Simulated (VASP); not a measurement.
Input of a VASP 6.6.1 run:

Contents of INCAR:

```
SYSTEM = Be24N
  PREC = Accurate
  ENCUT = 520
  EDIFF = 1E-6
  ISMEAR = 0
  SIGMA = 0.1
  LREAL = Auto
  LASPH = .True.
  NELM = 60
  ALGO = Normal
  ISIF = 2
  LWAVE = .False.
  LCHARG = .True.
  LDIPOL = .True.
  IDIPOL = 3
  DIPOL = 0.5 0.5 0.320
  GGA = PE
  LELF = .True.
  LVHAR = .True.
  LVACPOTAV = .True.
  NBANDS = 44
```

Contents of KPOINTS:

```
regular mesh
0
Gamma
  6 4 1
  0 0 0
```

The input POSCAR:

```
Be24N
1.0
    4.5254381414      0.0000000000      0.0000000000
    0.0000000000      7.1336190818      0.0000000000
    0.0000000000      0.0000000000     19.8685529820
Be N
24 1
Direct
    0.0000000000      0.3750000000      0.2013231665
    0.0000000000      0.8750000000      0.2013231665
    0.5000000000      0.3750000000      0.2013231665
    0.5000000000      0.8750000000      0.2013231665
    0.2500000000      0.1250000000      0.2341987732
    0.2500000000      0.6250000000      0.2341987732
    0.7500000000      0.1250000000      0.2341987732
    0.7500000000      0.6250000000      0.2341987732
    0.2500000000      0.3750000000      0.2999499864
    0.2500000000      0.8750000000      0.2999499864
    0.7500000000      0.3750000000      0.2999499864
    0.7500000000      0.8750000000      0.2999499864
    0.0000000000      0.1250000000      0.3268353587
    0.0000000000      0.6250000000      0.3268353587
    0.5000000000      0.1250000000      0.3268353587
    0.5000000000      0.6250000000      0.3268353587
    0.0000000000      0.3750000000      0.3993099160
    0.0000000000      0.8750000000      0.3993099160
    0.5000000000      0.3750000000      0.3993099160
    0.5000000000      0.8750000000      0.3993099160
    0.2500000000      0.1250000000      0.4211958963
    0.2500000000      0.6250000000      0.4211958963
    0.7500000000      0.1250000000      0.4211958963
    0.7500000000      0.6250000000      0.4211958963
    0.5000000000      0.1250000000      0.4705300829
```

Potentials or basis: VASP PAW PBE potentials, release 64 (Be, N).

Command:

```sh
$ cat potpaw_PBE.64/Be/POTCAR potpaw_PBE.64/N/POTCAR > POTCAR
$ mpirun -np 1 vasp_std > vasp.out
```

**Question.** Predict the largest force.

**Answer.** 1.429 eV/Å.

**Question.** Estimate the band gap on the k mesh.

**Answer.** Zero (an odd number of electrons rules out a gap without spin polarisation).

Forces on the atoms (eV/Å):
```
Be   0.000 -0.073  0.451
Be   0.000  0.073  0.451
Be   0.000  0.065  0.535
Be   0.000 -0.065  0.535
Be   0.031  0.000 -0.856
Be   0.025  0.000 -0.680
Be  -0.031  0.000 -0.856
Be  -0.025  0.000 -0.680
Be  -0.013 -0.077  0.268
Be  -0.013  0.077  0.268
Be   0.013 -0.077  0.268
Be   0.013  0.077  0.268
Be   0.000  0.000  0.447
Be   0.000  0.000 -0.116
Be   0.000  0.000 -0.845
Be   0.000  0.000 -0.136
Be   0.000  0.742 -0.507
Be   0.000 -0.742 -0.507
Be   0.000 -0.299  0.536
Be   0.000  0.299  0.536
Be  -1.412  0.000  0.221
Be  -0.230  0.000  0.080
Be   1.412  0.000  0.221
Be   0.230  0.000  0.080
N    0.000  0.000  0.020
```
